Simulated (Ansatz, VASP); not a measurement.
# Ba: VASP beside Ansatz

```
Ba
1.0
    -2.57046    2.57046    2.36482
     2.57046   -2.57046    2.36482
     2.57046    2.57046   -2.36482
Ba
1
Direct
  0.00000 0.00000 0.00000
```

Alike in both runs: task single point; functional LDA; k mesh 16 × 16 × 16; occupations gaussian, width 0.15 eV; no spin polarisation.

|  | VASP | Ansatz |
| --- | --- | --- |
| version | VASP 6.6.1 | Ansatz 0.2.0 |
| potentials or method | VASP PAW LDA potentials, release 64 (Ba_sv), cutoff 520 eV | scalar-relativistic, plane waves, PAW |
| valence electrons in the cell | 10 | 10 |

|  | VASP | Ansatz | Ansatz less VASP |
| --- | --- | --- | --- |
| gap on the k mesh at the Fermi level (eV) | none | none | - |
| pressure (GPa) | -1.2 | -1.2 | -0.03 |
| traceless stress, the component that is largest in VASP (GPa) | 0.28 | 0.28 | -0.006 |

LDA's correlation is that of Perdew and Zunger in VASP and of Perdew and Wang (1992) in Ansatz. A gap of «none» marks a metal or a gap that the smearing closes.

Spin-orbit coupling is off throughout.
